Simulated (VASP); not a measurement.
# GaAs in VASP: single point with PBEsol

Aim: the single point of GaAs with PBEsol.

All numbers are computed with VASP 6.6.1; they aren't measurements. Logs are shortened: lines on timing, memory, paths and dates and some standing lists are left out, and cuts for length are marked.

### Step 1. The cell of the first run

The cell holds a slab with vacuum, 20 atoms: a = 4.001 Å, b = 9.800 Å, c = 25.395 Å, α = 90.00°, β = 90.00°, γ = 90.00°.

### Step 2. Single point, PBEsol

Input file INCAR:

```
PREC = Accurate ; ENCUT = 520
EDIFF = 1E-7 ; ISMEAR = 0
SIGMA = 0.05 ; LREAL = Auto
LASPH = T ; NELM = 80
ALGO = Fast ; ISIF = 2
LWAVE = F ; LCHARG = T
LDIPOL = T ; IDIPOL = 3
DIPOL = 0.5 0.5 0.500 ; GGA = PS
LELF = T ; LVHAR = T
LVACPOTAV = T ; NBANDS = 106
```

Input file KPOINTS:

```
regular mesh
0
Gamma
  9 4 1
```

Input file POSCAR:

```
GaAs
1.0
    4.0010046524      0.0000000000      0.0000000000
    0.0000000000      9.8004198569      0.0000000000
    0.0000000000      0.0000000000     25.3949150089
Ga As
10 10
Direct
    0.5000000000      0.6053201457      0.3293655452
    0.0000000000      0.3330533913      0.3366024291
    0.5000000000      0.0361731709      0.3789275437
    0.0000000000      0.6729215079      0.4370235393
    0.5000000000      0.3446161800      0.4767142442
    0.0000000000      0.0111181484      0.5197558057
    0.5000000000      0.6700562512      0.5712728710
    0.0000000000      0.3574099931      0.6209014730
    0.5000000000     -0.0181201928      0.6381917201
    0.0000000000      0.6178474845      0.6909470412
    0.5000000000      0.4064709647      0.2824221677
    0.0000000000      0.0840543581      0.3279018753
    0.5000000000      0.7758199075      0.3943678247
    0.0000000000      0.4233982221      0.4295423071
    0.5000000000      0.0931933017      0.4746373599
    0.0000000000      0.7605183351      0.5277681890
    0.5000000000      0.4208547474      0.5692835397
    0.0000000000      0.1004524812      0.6127075981
    0.5000000000      0.7475640836      0.6665153452
    0.0000000000      0.3906108518      0.7151515810
```

Potentials or basis: VASP PAW PBE potentials, release 64 (Ga_d, As).

Command:

```
> cat potpaw_PBE.64/Ga_d/POTCAR potpaw_PBE.64/As/POTCAR > POTCAR
> mpirun -np 1 vasp_std > vasp.out
```

OUTCAR:

```text
PREC = Accurate
   ENCUT = 520
   EDIFF = 1E-7
   ISMEAR = 0
   LREAL = Auto
   LASPH = T
   NELM = 80
   ISIF = 2
   GGA = PS

 ion  position               nearest neighbor table
   1  0.500  0.605  0.329-  11 2.28  13 2.35
   2  0.000  0.333  0.337-  12 2.45  14 2.52  11 2.53  11 2.53
   3  0.500  0.036  0.379-  12 2.43  12 2.43  15 2.49  13 2.58
   4  0.000  0.673  0.437-  14 2.45  16 2.46  13 2.49  13 2.49
   5  0.500  0.345  0.477-  14 2.46  14 2.46  15 2.46  17 2.47
   6  0.000  0.011  0.520-  15 2.44  15 2.44  16 2.46  18 2.52
   7  0.500  0.670  0.571-  17 2.44  16 2.45  16 2.45  19 2.54
   8  0.000  0.357  0.621-  20 2.42  17 2.47  17 2.47  18 2.53
   9  0.500  0.982  0.638-  18 2.40  18 2.40  19 2.41
  10  0.000  0.618  0.691-  20 2.31  19 2.45  19 2.45
  11  0.500  0.406  0.282-   1 2.28   2 2.53   2 2.53
  12  0.000  0.084  0.328-   3 2.43   3 2.43   2 2.45
  13  0.500  0.776  0.394-   1 2.35   4 2.49   4 2.49   3 2.58
  14  0.000  0.423  0.430-   4 2.45   5 2.46   5 2.46   2 2.52
  15  0.500  0.093  0.475-   6 2.44   6 2.44   5 2.46   3 2.49
  16  0.000  0.761  0.528-   7 2.45   7 2.45   4 2.46   6 2.46
  17  0.500  0.421  0.569-   7 2.44   5 2.47   8 2.47   8 2.47
  18  0.000  0.100  0.613-   9 2.40   9 2.40   6 2.52   8 2.53
  19  0.500  0.748  0.667-   9 2.41  10 2.45  10 2.45   7 2.54
  20  0.000  0.391  0.715-  10 2.31   8 2.42

  LATTYP: Found a simple orthorhombic cell.
 ALAT       =     4.0010046524
 B/A-ratio  =     2.4494897428
 C/A-ratio  =     6.3471345862

  Lattice vectors:

 A1 = (   4.0010046524,   0.0000000000,   0.0000000000)
 A2 = (   0.0000000000,   9.8004198569,   0.0000000000)
 A3 = (   0.0000000000,   0.0000000000,  25.3949150089)

Analysis of symmetry for initial positions (statically):
=====================================================================
 Subroutine PRICEL returns:
 Original cell was already a primitive cell.

 Routine SETGRP: Setting up the symmetry group for a
 simple orthorhombic supercell.

 Subroutine GETGRP returns: Found  2 space group operations
 (whereof  2 operations were pure point group operations)
 out of a pool of  8 trial point group operations.

The static configuration has the point symmetry C_1h.

Analysis of symmetry for dynamics (positions and initial velocities):
=====================================================================
 Subroutine PRICEL returns:
 Original cell was already a primitive cell.

 Routine SETGRP: Setting up the symmetry group for a
 simple orthorhombic supercell.

 Subroutine GETGRP returns: Found  2 space group operations
[... 141 lines left out ...]
   NUPDOWN=      -1.0000    fix difference up-down
   EMIN   =  10.00;   EMAX   =-10.00  energy-range for DOS
   EFERMI =   0.00;   METHOD = LEGACY
   ISMEAR =     0;   SIGMA  =   0.05  broadening in eV -4-tet -1-fermi 0-gaus
   EFERMI_NEDOS =   21; number of points for ismear=-14 and -15
   IALGO  =     68    algorithm
   IMIX   =      4    mixing-type and parameters
     AMIX     =   0.40;   BMIX     =  1.00
     AMIX_MAG =   1.60;   BMIX_MAG =  1.00
  volume/ion in A,a.u.               =      49.79       335.99
  Fermi-wavevector in a.u.,A,eV,Ry     =   0.925647  1.749220 11.657781  0.856823
  Thomas-Fermi vector in A             =   2.051524
   LORBIT       =      0    0 simple, 1 ext, 2 COOP (PROOUT), +10 PAW based schemes
   GGA     = PS    functional components
   LHFCALC =     F    Hartree Fock is set to
   AEXX    =    0.0000 exact exchange contribution
   IVDW    =     0    specifies the selected vdW correction
   LEPSILON=     F    determine dielectric tensor
   LRPA    =     F    only Hartree local field effects (RPA)
 non-spin polarized calculation
 RMM-DIIS sequential band-by-band and
 Gauss-broadening in eV      SIGMA  =   0.05
  energy-cutoff  :      520.00
  volume of cell :      995.77
 maximum number of plane-waves:     26908
 NGX is ok and might be reduce to    30
   NGX = 15   NGY = 37   NGZ = 95

 dipolmoment           0.000000      0.000000      0.058558 electrons x Angstroem

 number of electron     180.0000022 magnetization

 dipolmoment           0.000000      0.000000     -0.101764 electrons x Angstroem

 Free energy of the ion-electron system (eV)
  ---------------------------------------------------
  ext. energy  EPLUGINS =         0.00000000
  ---------------------------------------------------
  free energy    TOTEN  =       -85.70608278 eV

  energy without entropy =      -85.69381689  energy(sigma->0) =      -85.69994984

 E-fermi :  -0.1989     XC(G=0):  -5.0091

 val. band max:       -0.2019713203   @ k =   0.1111   0.0000   0.0000
 cond. band min:      -0.1847149446   @ k =   0.4444   0.0000   0.0000
 fundamental gap:      0.0172563757
 Fermi energy:        -0.1988553030

 k-point     1 :       0.0000    0.0000    0.0000
  band No.  band energies     occupation
      1     -16.4269      2.00000
      2     -16.3358      2.00000
      3     -16.3065      2.00000
      4     -16.3002      2.00000
      5     -16.2785      2.00000
      6     -16.2720      2.00000
[... 1564 lines left out ...]
    101       1.9868      0.00000
    102       2.0749      0.00000
 [bands above 102 left out]

------------------------ aborting loop because EDIFF is reached ----------------------------------------

  FORCE on cell =-STRESS in cart. coord.  units (eV):
  Direction    XX          YY          ZZ          XY          YZ          ZX
  --------------------------------------------------------------------------------------
  -------------------------------------------------------------------------------------
  Total       -1.8669003     -0.5392699      0.4264309      0.0000000      0.0034939      0.0000000
  in kB       -3.0038013     -0.8676734      0.6861179      0.0000000      0.0056216      0.0000000
  external PRESSURE =      -1.0617856 kB  Pullay stress =       0.0000000 kB

 VOLUME and BASIS-vectors are now :
 -----------------------------------------------------------------------------
  energy-cutoff  :      520.00
  volume of cell :      995.77
      direct lattice vectors                 reciprocal lattice vectors
     4.001004652  0.000000000  0.000000000     0.249937225  0.000000000  0.000000000
     0.000000000  9.800419857  0.000000000     0.000000000  0.102036445  0.000000000
     0.000000000  0.000000000 25.394915009     0.000000000  0.000000000  0.039377962

 POSITION                                       TOTAL-FORCE (eV/Angst)
 -----------------------------------------------------------------------------------
      2.00050      5.93239      8.36421         0.000000      0.007663     -0.010651
      0.00000      3.26406      8.54799         0.000000     -0.001191      0.001893
      2.00050      0.35451      9.62283         0.000000     -0.001113     -0.000756
      0.00000      6.59491     11.09818         0.000000     -0.006819     -0.002767
      2.00050      3.37738     12.10612         0.000000     -0.001575      0.004171
      0.00000      0.10896     13.19915         0.000000      0.000527      0.001124
[... 12 lines left out ...]
      2.00050      7.32644     16.92610         0.000000      0.003895      0.010955
      0.00000      3.82815     18.16121         0.000000     -0.024408      0.023497
 -----------------------------------------------------------------------------------
    total drift:                                0.000000     -0.007633      0.035536

  FREE ENERGIE OF THE ION-ELECTRON SYSTEM (eV)
  ---------------------------------------------------
  free  energy   TOTEN  =       -85.7060827803 eV

  energy  without entropy=      -85.6938168907  energy(sigma->0) =      -85.69994984

 vacuum level on the upper side and lower side of the slab         3.741         4.210
```

stdout:

```text
POSCAR found type information on POSCAR GaAs
 POSCAR found :  2 types and      20 ions
 scaLAPACK will be used
 -----------------------------------------------------------------------------
[... 23 lines left out ...]
|     Did not find any points to average over, which means that no vacuum     |
|     field-free region was found. Please increase the size of  your cell     |
|     in the dimension of the dipole correction to obtain accurate            |
|     workfunction values.                                                    |
|                                                                             |
 -----------------------------------------------------------------------------
```

Run time: 1.6 h. Hardware: 1 thread of Oxide Virtual Turin-like, shared host; peak memory 1.5 GiB.

Results:

```yaml
Free_energy: -85.7061 eV
Largest_force: 0.034 eV/Å
Band_gap_on_the_k_mesh: zero (bands 90 and 91 overlap by 0.05 eV)
```

Forces on the atoms (eV/Å):
```
Ga   0.000  0.008 -0.011
Ga   0.000 -0.001  0.002
Ga   0.000 -0.001 -0.001
Ga   0.000 -0.007 -0.003
Ga   0.000 -0.002  0.004
Ga   0.000  0.001  0.001
Ga   0.000  0.000 -0.002
Ga   0.000  0.013  0.002
Ga   0.000  0.008  0.005
Ga   0.000 -0.010 -0.009
As   0.000 -0.013 -0.022
As   0.000 -0.008 -0.024
As   0.000  0.023  0.006
As   0.000 -0.007 -0.003
As   0.000 -0.005  0.001
As   0.000  0.006  0.003
As   0.000  0.000  0.007
As   0.000  0.015  0.011
As   0.000  0.004  0.011
As   0.000 -0.024  0.023
```

Caveat: the PAW data sets were made with another functional, which shifts forces and pressure a little.
